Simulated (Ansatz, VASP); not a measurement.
**One calculation of MoS2, two programs**

INCAR

```
SYSTEM = MoS2
ALGO = Normal
EDIFF = 1E-7
ENCUT = 520
GGA = PE
ISIF = 2
ISMEAR = -1
LASPH = .TRUE.
LCHARG = .FALSE.
LREAL = .FALSE.
LWAVE = .FALSE.
NBANDS = 49
NELM = 60
PREC = Accurate
SIGMA = 0.05
```

Contents of KPOINTS:

```
k-points
0
G
  10 10 1
  0 0 0
```

File POSCAR:

```
MoS2
1.0
    3.1840155185      0.0000000000      0.0000000000
   -1.5920077592      2.7574383250      0.0000000000
    0.0000000000      0.0000000000     28.3873198000
Mo S
3 6
Direct
    0.3449470000      0.6646980000      0.2286530000
    0.3282070000      0.6817700000      0.7723530000
    0.6658680000      0.3319590000      0.0016810000
    0.6710360000      0.3426620000      0.1738930000
    0.6713100000      0.3406660000      0.7165420000
    0.3361460000      0.6737070000      0.9449390000
    0.6533420000      0.3245620000      0.2825100000
    0.6776040000      0.3365640000      0.8278660000
    0.3431790000      0.6738580000      0.0526010000
```

input.yaml

```yaml
crystal:
  lattice:
    - [3.1840155185, 0.0, 0.0]
    - [-1.5920077592, 2.757438325, 0.0]
    - [0.0, 0.0, 28.3873198]
  atoms:
    - { symbol: Mo, position: [0.344947, 0.664698, 0.228653] }
    - { symbol: Mo, position: [0.328207, 0.68177, 0.772353] }
    - { symbol: Mo, position: [0.665868, 0.331959, 0.001681] }
    - { symbol: S, position: [0.671036, 0.342662, 0.173893] }
    - { symbol: S, position: [0.67131, 0.340666, 0.716542] }
    - { symbol: S, position: [0.336146, 0.673707, 0.944939] }
    - { symbol: S, position: [0.653342, 0.324562, 0.28251] }
    - { symbol: S, position: [0.677604, 0.336564, 0.827866] }
    - { symbol: S, position: [0.343179, 0.673858, 0.052601] }
kpoints:
  mp_grid: { grid: [10, 10, 1] }
scf:
  occupations: { method: fermi_dirac, width: 0.05 }
hamiltonian:
  xc: pbe
  pseudopotentials: { kind: all_electron, lapw: { basis_error: 0.001 } }
output:
  forces: true
  stress: true
  eigenvalues: true
  populations: true
```

Change from the starting cell: atoms moved at random, drawn with an rms of 0.05 Å.

Alike in both runs: task single point; functional PBE; k mesh 10 × 10 × 1; occupations fermi-dirac, width 0.05 eV; no spin polarisation.

```csv
,VASP,Ansatz
version,VASP 6.6.1,Ansatz 0.2.0
potentials or method,"VASP PAW PBE potentials, release 64 (Mo_sv, S), cutoff 520 eV","all-electron LAPW, scalar-relativistic"
```

Ansatz gave:

* gap on the k mesh at the Fermi level (eV): 1.06
* least direct gap on the mesh (eV): 1.72
* rms of the force components (eV/Å): 0.796

What did VASP give for the same quantities?

gap on the k mesh at the Fermi level (eV): 1.07; least direct gap on the mesh (eV): 1.73; rms of the force components (eV/Å): 0.792.

Atom by atom the forces differ by 0.007 eV/Å (rms over components). Ansatz ran all-electron here, and VASP with PAW potentials.
